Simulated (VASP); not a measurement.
Here is a VASP 6.6.1 calculation.

The input POSCAR:

```
P
1.0
    1.6254735952     -5.3911768097      0.0000000000
    1.6254735952      5.3911768097      0.0000000000
    0.0000000000      0.0000000000      4.4822275814
P
4
Direct
    0.9041431300      0.0958568700      0.5888151700
    0.0958568700      0.9041431300      0.4111848300
    0.5958568700      0.4041431300      0.0888151700
    0.4041431300      0.5958568700      0.9111848300
```

File INCAR.step1:

```
PREC = Accurate
ENCUT = 520
ISMEAR = -1
SIGMA = 0.05
LREAL = F
LASPH = T
NELM = 80
NBANDS = 18
GGA = PE
ALGO = Normal
EDIFF = 1E-4
LWAVE = T
LCHARG = F
```

INCAR.step2

```
PREC = Accurate
ENCUT = 520
EDIFF = 1E-6
ISMEAR = -1
SIGMA = 0.05
LREAL = F
LASPH = T
NELM = 80
ALGO = Normal
ISIF = 2
LWAVE = F
LCHARG = F
METAGGA = R2SCAN
LMIXTAU = T
LUSE_VDW = T
IVDW_NL = 2
BPARAM = 11.95
CPARAM = 0.0093
NBANDS = 18
ISTART = 1
```

Contents of KPOINTS:

```
Automatic mesh
0
Gamma
  8 8 6
```

Potentials or basis: VASP PAW PBE potentials, release 64 (P).

Run with:

```bash
$ cat potpaw_PBE.64/P/POTCAR > POTCAR
$ cp INCAR.step1 INCAR
$ mpirun -np 1 vasp_std > vasp.out
$ cp INCAR.step2 INCAR
$ mpirun -np 1 vasp_std > vasp.out
```

Task: What does it give for the band gap on the k mesh?

Result: 0.16 eV.

Task: What does it give for the largest force?

Result: 0.404 eV/Å.

Task: Predict the pressure.

Result: 2.8 GPa.

Forces on the atoms (eV/Å):
```
P    0.000  0.313 -0.256
P    0.000 -0.313  0.256
P    0.000 -0.313 -0.256
P    0.000  0.313  0.256
```

Caveat: semilocal functionals underestimate gaps, and a narrow one can read as zero; the PAW data sets were made with another functional, which shifts forces and pressure a little. A k mesh can miss the band edges.
